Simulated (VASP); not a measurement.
A run of VASP 6.6.1 is set up as follows.

The input INCAR:

```
PREC = Accurate
ENCUT = 600
EDIFF = 1E-6
ISMEAR = -1
SIGMA = 0.01
LREAL = F
LASPH = T
NELM = 80
ALGO = Normal
ISIF = 3
LWAVE = F
LCHARG = F
GGA = PS
IBRION = 2
NSW = 100
EDIFFG = -0.01
PSTRESS = 100.0
```

File KPOINTS:

```
Automatic mesh
0
Gamma
  6 6 6
```

The input POSCAR:

```
ZnSe
1.0
    0.0000000000      2.8338000000      2.8338000000
    2.8338000000      0.0000000000      2.8338000000
    2.8338000000      2.8338000000      0.0000000000
Zn Se
1 1
Direct
    0.0000000000      0.0000000000      0.0000000000
    0.2500000000      0.2500000000      0.2500000000
```

Potentials or basis: VASP PAW PBE potentials, release 64 (Zn, Se).

Launch:

```console
$ cat potpaw_PBE.64/Zn/POTCAR potpaw_PBE.64/Se/POTCAR > POTCAR
$ mpirun -np 1 vasp_std > vasp.out
```

(1) Estimate the relaxed volume.

(2) What does it give for the relaxed cell?

(3) Estimate the space group after relaxing (to 0.05 Å).

Results:

(1) 19.93 Å³/atom.

(2) a = 3.835 Å, b = 3.835 Å, c = 3.835 Å, α = 60.00°, β = 60.00°, γ = 60.00°.

(3) F-43m (No. 216).

Caveat: the cell is relaxed towards a set pressure, so the enthalpy falls and the energy may rise; the PAW data sets were made with another functional, which shifts forces and pressure a little.
